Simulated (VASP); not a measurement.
# ZnS (P1) in VASP: a series of runs, part 2 of 2

VASP 6.6.1.

### 4 Single point, PBE

Contents of INCAR:

```
SYSTEM = ZnS
ALGO = Normal
EDIFF = 1E-6
ENCUT = 520
GGA = PE
ISIF = 2
ISMEAR = -1
LASPH = .True.
LCHARG = .False.
LREAL = Auto
LWAVE = .False.
NBANDS = 166
NELM = 60
PREC = Accurate
SIGMA = 0.1034
```

Contents of KPOINTS:

```
k-points
0
Gamma
  3 3 1
  0 0 0
```

Contents of POSCAR:

```
ZnS
1.0
    3.9240838351      0.0000000000      0.0000000000
   -1.9620419176      3.3983562878      0.0000000000
    0.0000000000      0.0000000000     51.2942519253
Zn S
16 16
Direct
    0.3287977799      0.7240691651      0.5050828899
    0.2410316669      0.5580836261      0.8762566236
    0.5425946788      0.2545786630      0.1919469849
   -0.0192608106      0.0923043299      0.4469373495
    0.3028549541      0.5070524848      0.1241514353
    0.7546687761      0.1436506236      0.0074811111
    0.6965712937      0.3393246330      0.6297907034
    0.0821987058     -0.0388143528      0.2496978807
   -0.0481583801     -0.1839565799      0.9406420445
    0.7265283016      0.3073491746      0.8143628269
    0.2673571156      0.6672343357      0.6879989214
    0.0002466196     -0.0355630751      0.7506916770
    0.5448292171      0.4098131220      0.3737090274
   -0.0306509483      0.0286350199      0.5698988464
    0.3760566085      0.7207769853      0.3108216301
   -0.0476832369     -0.0781945675      0.0575504250
    0.6477850842      0.2456823032      0.0485972191
   -0.0809761635     -0.0583011266      0.1086353693
    0.2047693975      0.7609731826      0.3516371781
    0.6077789082      0.3368375482      0.4210185389
    0.5928042437      0.3417437436      0.6771305302
    0.3249954260      0.6711453441      0.5506493406
    0.5808861677      0.2739803956      0.8598029671
    0.0549030072      0.1148237462      0.4921824581
    0.0248679390     -0.2115796400      0.9919820075
    0.0371568895      0.0155907726      0.7956965833
    0.4201923012      0.6847227904      0.7322882504
    0.0153437719      0.0677280369      0.2913976603
    0.3441080938      0.5619793330      0.9248499436
   -0.0269815837     -0.0183574042      0.6153576827
    0.3197492657      0.6035956287      0.1687484011
    0.7425312024      0.3041126099      0.2341683044
```

Potentials or basis: VASP PAW PBE potentials, release 64 (Zn, S).

Launch:

```sh
$ cat potpaw_PBE.64/Zn/POTCAR potpaw_PBE.64/S/POTCAR > POTCAR
$ mpirun -np 1 vasp_std > vasp.out
```

OUTCAR:

```text
SYSTEM = ZnS
   EDIFF = 1E-6
   ENCUT = 520
   GGA = PE
   ISIF = 2
   ISMEAR = -1
   LASPH = .True.
   LREAL = Auto
   NELM = 60
   PREC = Accurate

 ion  position               nearest neighbor table
   1  0.329  0.724  0.505-  24 2.18  22 2.35  24 2.36  24 2.56
   2  0.241  0.558  0.876-  23 2.28  23 2.40  29 2.52  23 2.58
   3  0.543  0.255  0.192-  32 2.28  31 2.29  31 2.54  31 2.90
   4  0.981  0.092  0.447-  24 2.34  20 2.50  20 2.53  20 2.89
   5  0.303  0.507  0.124-  18 2.12  18 2.29  31 2.31  18 2.89
   6  0.755  0.144  0.007-  17 2.23  25 2.28  25 2.34  25 2.60  16 2.94
   7  0.697  0.339  0.630-  30 2.28  30 2.31  21 2.46  30 2.57
   8  0.082  0.961  0.250-  28 2.22  32 2.37  32 2.38  32 2.45
   9  0.952  0.816  0.941-  29 2.23  29 2.36  25 2.66  29 2.66
  10  0.727  0.307  0.814-  26 2.26  23 2.39  26 2.54  26 2.60
  11  0.267  0.667  0.688-  21 2.28  27 2.34  21 2.36  21 2.36
  12  0.000  0.964  0.751-  27 2.19  26 2.32  27 2.57  27 2.63
  13  0.545  0.410  0.374-  20 2.47  19 2.48  19 2.51  19 2.61
  14  0.969  0.029  0.570-  30 2.34  22 2.40  22 2.41  22 2.62
  15  0.376  0.721  0.311-  19 2.23  28 2.39  28 2.44  28 2.60
  16  0.952  0.922  0.058-  17 2.18  17 2.35  17 2.41  18 2.63   6 2.94
  17  0.648  0.246  0.049-  16 2.18   6 2.23  16 2.35  16 2.41
  18  0.919  0.942  0.109-   5 2.12   5 2.29  16 2.63   5 2.89
  19  0.205  0.761  0.352-  15 2.23  13 2.48  13 2.51  13 2.61
  20  0.608  0.337  0.421-  13 2.47   4 2.50   4 2.53   4 2.89
  21  0.593  0.342  0.677-  11 2.28  11 2.36  11 2.36   7 2.46
  22  0.325  0.671  0.551-   1 2.35  14 2.40  14 2.41  14 2.62
[... 8 lines left out ...]
  31  0.320  0.604  0.169-   3 2.29   5 2.31   3 2.54   3 2.90
  32  0.743  0.304  0.234-   3 2.28   8 2.37   8 2.38   8 2.45

  LATTYP: Found a hexagonal cell.
 ALAT       =     3.9240838351
 C/A-ratio  =    13.0716503726

  Lattice vectors:

 A1 = (   3.9240838351,   0.0000000000,   0.0000000000)
 A2 = (  -1.9620419176,   3.3983562878,   0.0000000000)
 A3 = (   0.0000000000,   0.0000000000,  51.2942519253)

Analysis of symmetry for initial positions (statically):
=====================================================================
 Subroutine PRICEL returns:
 Original cell was already a primitive cell.

 Routine SETGRP: Setting up the symmetry group for a
 hexagonal supercell.

 Subroutine GETGRP returns: Found  1 space group operations
 (whereof  1 operations were pure point group operations)
 out of a pool of 24 trial point group operations.

The static configuration has the point symmetry C_1 .

Analysis of symmetry for dynamics (positions and initial velocities):
=====================================================================
 Subroutine PRICEL returns:
 Original cell was already a primitive cell.

 Routine SETGRP: Setting up the symmetry group for a
 hexagonal supercell.

 Subroutine GETGRP returns: Found  1 space group operations
 (whereof  1 operations were pure point group operations)
 out of a pool of 24 trial point group operations.

The dynamic configuration has the point symmetry C_1 .

 Subroutine INISYM returns: Found  1 space group operations
 (whereof  1 operations are pure point group operations),
 and found     1 'primitive' translations

----------------------------------------------------------------------------------------

                                     Primitive cell

  volume of cell :     684.0312
[... 108 lines left out ...]
  0.000000  0.333333  0.000000      2.000000
 -0.333333  0.333333  0.000000      2.000000
  0.333333  0.333333  0.000000      2.000000
   k-points           NKPTS =      5   k-points in BZ     NKDIM =      5   number of bands    NBANDS=    166
   number of dos      NEDOS =    301   number of ions     NIONS =     32
   total plane-waves  NPLWV = 345600
   dimension x,y,z NGX =    30 NGY =   30 NGZ =  384
   dimension x,y,z NGXF=    60 NGYF=   60 NGZF=  768
   ions per type =              16  16
   NGX,Y,Z   is equivalent  to a cutoff of  12.71, 12.71, 12.45 a.u.
   NGXF,Y,Z  is equivalent  to a cutoff of  25.42, 25.42, 24.89 a.u.
 SYSTEM =  ZnS
   PREC   = accura    normal or accurate (medium, high low for compatibility)
   ISTART =      0    job   : 0-new  1-cont  2-samecut
   ICHARG =      2    charge: 1-file 2-atom 10-const
   ISPIN  =      1    spin polarized calculation?
   LNONCOLLINEAR =      F non collinear calculations
   LSORBIT =      F    spin-orbit coupling
   LASPH  =      T    aspherical Exc in radial PAW
   ENCUT  =  520.0 eV  38.22 Ry    6.18 a.u.   7.30  7.30 95.37*2*pi/ulx,y,z
   NELM   =     60;   NELMIN=  2; NELMDL= -5     # of ELM steps
   EDIFF  = 0.1E-05   stopping-criterion for ELM
   LREAL  =      T    real-space projection
   EDIFFG = 0.1E-04   stopping-criterion for IOM
   NSW    =      0    number of steps for IOM
   IBRION =     -1    ionic relax: 0-MD 1-quasi-New 2-CG
   NFREE  =      0    steps in history (QN), initial steepest desc. (CG)
   ISIF   =      2    stress and relaxation
   ISYM   =      2    0-nonsym 1-usesym 2-fastsym
   POTIM  = 0.5000    time-step for ionic-motion
   TEBEG  =    0.0;   TEEND  =   0.0 temperature during run
   PSTRESS=    0.0 pullay stress
   NELECT =     288.0000    total number of electrons
   NUPDOWN=      -1.0000    fix difference up-down
   EMIN   =  10.00;   EMAX   =-10.00  energy-range for DOS
   EFERMI =   0.00;   METHOD = LEGACY
   ISMEAR =    -1;   SIGMA  =   0.10  broadening in eV -4-tet -1-fermi 0-gaus
   EFERMI_NEDOS =   21; number of points for ismear=-14 and -15
   IALGO  =     38    algorithm
   IMIX   =      4    mixing-type and parameters
     AMIX     =   0.40;   BMIX     =  1.00
     AMIX_MAG =   1.60;   BMIX_MAG =  1.00
  volume/ion in A,a.u.               =      21.38       144.25
  Fermi-wavevector in a.u.,A,eV,Ry     =   1.227007  2.318707 20.484198  1.505546
  Thomas-Fermi vector in A             =   2.361986
   LORBIT       =      0    0 simple, 1 ext, 2 COOP (PROOUT), +10 PAW based schemes
   GGA     = PE    functional components
   LHFCALC =     F    Hartree Fock is set to
   AEXX    =    0.0000 exact exchange contribution
   IVDW    =     0    specifies the selected vdW correction
   LEPSILON=     F    determine dielectric tensor
   LRPA    =     F    only Hartree local field effects (RPA)
 non-spin polarized calculation
  energy-cutoff  :      520.00
  volume of cell :      684.03
 maximum number of plane-waves:     18569
 NGX is ok and might be reduce to    30
   NGX = 15   NGY = 15   NGZ =191

 number of electron     287.9999987 magnetization

 Free energy of the ion-electron system (eV)
  ---------------------------------------------------
  ext. energy  EPLUGINS =         0.00000000
  ---------------------------------------------------
  free energy    TOTEN  =      -102.91431104 eV

  energy without entropy =     -102.87250306  energy(sigma->0) =     -102.89340705

 E-fermi :   2.7356     XC(G=0):  -9.2585

 val. band max:        2.6346850427   @ k =   0.0000   0.0000   0.0000
 cond. band min:       2.8109136990   @ k =   0.0000   0.0000   0.0000
 fundamental gap:      0.1762286563
 Fermi energy:         2.7356017742

 k-point     1 :       0.0000    0.0000    0.0000
  band No.  band energies     occupation
      1     -11.9299      2.00000
      2     -11.7732      2.00000
      3     -11.6845      2.00000
      4     -11.5215      2.00000
      5     -11.3905      2.00000
      6     -11.1112      2.00000
[... 784 lines left out ...]
    155       6.0314      0.00000
    156       6.1787      0.00000
 [bands above 156 left out]

------------------------ aborting loop because EDIFF is reached ----------------------------------------

  FORCE on cell =-STRESS in cart. coord.  units (eV):
  Direction    XX          YY          ZZ          XY          YZ          ZX
  --------------------------------------------------------------------------------------
  -------------------------------------------------------------------------------------
  Total       -4.9469389     -2.1888672     -8.7219782     -1.3160884      3.0759245     -0.4190979
  in kB      -11.5870064     -5.1268914    -20.4291215     -3.0826184      7.2046081     -0.9816353
  external PRESSURE =     -12.3810064 kB  Pullay stress =       0.0000000 kB

 VOLUME and BASIS-vectors are now :
 -----------------------------------------------------------------------------
  energy-cutoff  :      520.00
  volume of cell :      684.03
      direct lattice vectors                 reciprocal lattice vectors
     3.924083835  0.000000000  0.000000000     0.254836553  0.147129953  0.000000000
    -1.962041918  3.398356288  0.000000000     0.000000000  0.294259905  0.000000000
     0.000000000  0.000000000 51.294251925     0.000000000  0.000000000  0.019495362

 POSITION                                       TOTAL-FORCE (eV/Angst)
 -----------------------------------------------------------------------------------
     -0.13042      2.46065     25.90785         0.287181      1.305147      0.622139
     -0.14916      1.89657     44.94693        -0.300085      0.506110      0.386760
      1.62969      0.86515      9.84578         0.591109     -0.114407     -1.341070
      3.66740      0.31368     22.92532         0.226499     -0.051459     -1.814902
      0.19357      1.72314      6.36825        -0.177962      1.624259      0.602963
      2.67954      0.48818      0.38374        -0.624345     -0.133804     -1.154537
[... 24 lines left out ...]
      0.07044      2.05123      8.65582        -0.502921      0.234989      1.284213
      2.31707      1.03348     12.01149        -0.309211     -0.128852     -0.083324
 -----------------------------------------------------------------------------------
    total drift:                                0.002002     -0.001534      0.002482

  FREE ENERGIE OF THE ION-ELECTRON SYSTEM (eV)
  ---------------------------------------------------
  free  energy   TOTEN  =      -102.9143110399 eV

  energy  without entropy=     -102.8725030606  energy(sigma->0) =     -102.89340705
```

It took 81 min on 1 thread of Oxide Virtual Turin-like, shared host; peak memory 0.85 GiB.

What came out:

```yaml
Free_energy: -102.9143 eV
Pressure: -1.2 GPa
Largest_force: 2.285 eV/Å
Band_gap_on_the_k_mesh: 0.18 eV
```

Forces in eV/Å, atoms in the order of the input:
```
Zn   0.287  1.305  0.622
Zn  -0.300  0.506  0.387
Zn   0.591 -0.114 -1.341
Zn   0.226 -0.051 -1.815
Zn  -0.178  1.624  0.603
Zn  -0.624 -0.134 -1.155
Zn  -0.770 -0.250  0.650
Zn  -0.044  0.038 -0.694
Zn   0.823  0.653  0.826
Zn  -0.909  0.406 -0.359
Zn  -0.260  0.253  0.448
Zn   1.273  0.789 -0.239
Zn  -0.015 -0.061 -0.352
Zn   0.258 -0.236 -0.683
Zn  -0.178  0.081 -1.258
Zn   1.100 -0.460  1.773
S   -1.216  0.412  0.430
S    0.490 -1.694 -1.453
S    0.441 -0.213  2.012
S   -0.304  0.312  1.125
S    0.841 -0.230 -1.333
S   -0.283  0.340  0.886
S    0.907 -0.432  0.036
S   -0.433 -1.581 -0.954
S    0.312  0.417 -1.307
S    0.733 -0.538  0.642
S   -1.726 -0.774  0.658
S    0.165 -0.084  1.515
S   -0.938 -0.747 -0.546
S    0.543  0.357 -0.326
S   -0.503  0.235  1.284
S   -0.309 -0.129 -0.083
```

Stress tensor (GPa, compression positive):
```
-1.16 -0.31 -0.10
-0.31 -0.51  0.72
-0.10  0.72 -2.04
```

Levels at points of the mesh, in eV from the valence-band top:
```csv
k point,band 140,band 141,band 142,band 143,band 144,band 145,band 146,band 147,band 148,band 149
"(0.00, 0.00, 0.00)",-0.73,-0.64,-0.59,-0.14,0.00,0.18,0.41,0.77,1.10,1.15
```

Caveat: the k points lie up to 0.62 Å⁻¹ apart; the atoms stand as in a frame of molecular dynamics; semilocal functionals underestimate gaps, and a narrow one can read as zero; forces of over 1 eV/Å act on the atoms, so gaps and moduli don't describe the material at rest.

### 5 Summary

| cell | gap on the mesh (eV) | pressure (GPa) | largest force (eV/Å) |
| --- | --- | --- | --- |
| as given, atomic positions A | 0.41 | -1.4 | 2.60 |
| as given, atomic positions B | 0.58 | -1.8 | 1.86 |
| as given, atomic positions C | 0.18 | -1.2 | 2.28 |

Alike in all rows: task single point; level PBE; potentials or basis VASP PAW PBE potentials, release 64 (Zn, S); no spin polarisation; k mesh 3 × 3 × 1; cutoff (eV) 520; smearing fermi-dirac 0.1034 eV.

Caveats: all runs use coarse meshes; the atoms stand as in a frame of molecular dynamics; semilocal functionals underestimate gaps, and a narrow one can read as zero; forces of over 1 eV/Å act on the atoms, so gaps and moduli don't describe the material at rest.

Total energies depend on the potentials used, so only differences within one code and one set of settings carry meaning.
